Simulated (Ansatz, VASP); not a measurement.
# One calculation of Cd3Ge, two programs

The input INCAR:

```
SYSTEM = Cd3Ge
  ALGO = Normal
  EDIFF = 1E-7
  ENCUT = 520
  GGA = CA
  ISIF = 2
  ISMEAR = 1
  LASPH = .True.
  LCHARG = .False.
  LREAL = .False.
  LWAVE = .False.
  NBANDS = 33
  NELM = 100
  PREC = Accurate
  SIGMA = 0.1
```

Contents of KPOINTS:

```
k-points
0
Gamma
  5 5 5
  0 0 0
```

File POSCAR:

```
Cd3Ge
1.0
   -2.2103470000      2.2103470000      4.5858760000
    2.2103470000     -2.2103470000      4.5858760000
    2.2103470000      2.2103470000     -4.5858760000
Cd Ge
3 1
Direct
    0.7500000000      0.2500000000      0.5000000000
    0.2500000000      0.7500000000      0.5000000000
    0.5000000000      0.5000000000      0.0000000000
    0.0000000000      0.0000000000      0.0000000000
```

Input for Ansatz:

```yaml
crystal:
  lattice:
    - [-2.210347, 2.210347, 4.585876]
    - [2.210347, -2.210347, 4.585876]
    - [2.210347, 2.210347, -4.585876]
  atoms:
    - { symbol: Cd, position: [0.75, 0.25, 0.5] }
    - { symbol: Cd, position: [0.25, 0.75, 0.5] }
    - { symbol: Cd, position: [0.5, 0.5, 0.0] }
    - { symbol: Ge, position: [0.0, 0.0, 0.0] }
basis:
  ecutwfc: 462.593566181796
kpoints:
  mp_grid:
    grid: [5, 5, 5]
hamiltonian:
  xc: lda
scf:
  occupations:
    method: cold
output:
  forces: true
  stress: true
```

Alike in both runs: task single point; functional LDA; k mesh 5 × 5 × 5; no spin polarisation.

|  | VASP | Ansatz |
| --- | --- | --- |
| version | VASP 6.6.1 | Ansatz 0.2.0 |
| potentials or method | VASP PAW LDA potentials, release 64 (Cd, Ge_d), cutoff 520 eV | plane waves, PAW |
| occupations | methfessel-paxton of order 1, width 0.1 eV | cold |
| valence electrons in the cell | 50 | 74 |

|  | VASP | Ansatz | Ansatz less VASP |
| --- | --- | --- | --- |
| pressure (GPa) | -6.0 | -6.3 | -0.33 |
| traceless stress, the component that is largest in VASP (GPa) | 0.03 | 0.15 | +0.119 |

LDA's correlation is that of Perdew and Zunger in VASP and of Perdew and Wang (1992) in Ansatz. VASP's potentials hold 50 valence electrons a cell and Ansatz's 74, so a difference there can come from the potentials and not from the codes.

The k mesh is coarse, so the values compare programs but aren't converged.
